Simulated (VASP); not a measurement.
Here is a VASP 6.6.1 calculation.

File POSCAR:

```
ZrB
1.0
    3.4229545536      0.0000000000      0.0000000000
   -1.7114772768      2.9643655994      0.0000000000
    0.0000000000      0.0000000000     12.0880535635
Zr B
4 4
Direct
    0.3333333333      0.6666666667      0.1157218650
    0.6666666667      0.3333333333      0.6157218650
    0.3333333333      0.6666666667      0.3842781350
    0.6666666667      0.3333333333      0.8842781350
    0.0000000000      0.0000000000      0.0000000000
    0.0000000000      0.0000000000      0.5000000000
    0.6666666667      0.3333333333      0.2500000000
    0.3333333333      0.6666666667      0.7500000000
```

INCAR.step1

```
SYSTEM = ZrB
PREC = Accurate
ENCUT = 520
ISMEAR = 0
SIGMA = 0.1
LREAL = .False.
LASPH = .True.
NELM = 60
NBANDS = 40
GGA = PE
ALGO = Normal
EDIFF = 1E-4
LWAVE = .True.
LCHARG = .False.
```

File INCAR.step2:

```
SYSTEM = ZrB
PREC = Accurate
ENCUT = 520
EDIFF = 1E-6
ISMEAR = 0
SIGMA = 0.1
LREAL = .False.
LASPH = .True.
NELM = 60
ALGO = Normal
ISIF = 2
LWAVE = .False.
LCHARG = .False.
METAGGA = R2SCAN
LMIXTAU = .True.
NBANDS = 40
ISTART = 1
```

KPOINTS

```
Automatic mesh
0
Gamma
  12 12 4
  0 0 0
```

Potentials or basis: VASP PAW PBE potentials, release 64 (Zr_sv, B).

The run is started by

```console
$ cat potpaw_PBE.64/Zr_sv/POTCAR potpaw_PBE.64/B/POTCAR > POTCAR
$ cp INCAR.step1 INCAR
$ mpirun -np 1 vasp_std > vasp.out
$ cp INCAR.step2 INCAR
$ mpirun -np 1 vasp_std > vasp.out
```

Question: Estimate the band gap on the k mesh.

Answer: Zero (bands 30 and 31 overlap by 1.76 eV).

Question: Predict the pressure.

Answer: 0.0 GPa.

Caveat: the PAW data sets were made with another functional, which shifts forces and pressure a little.
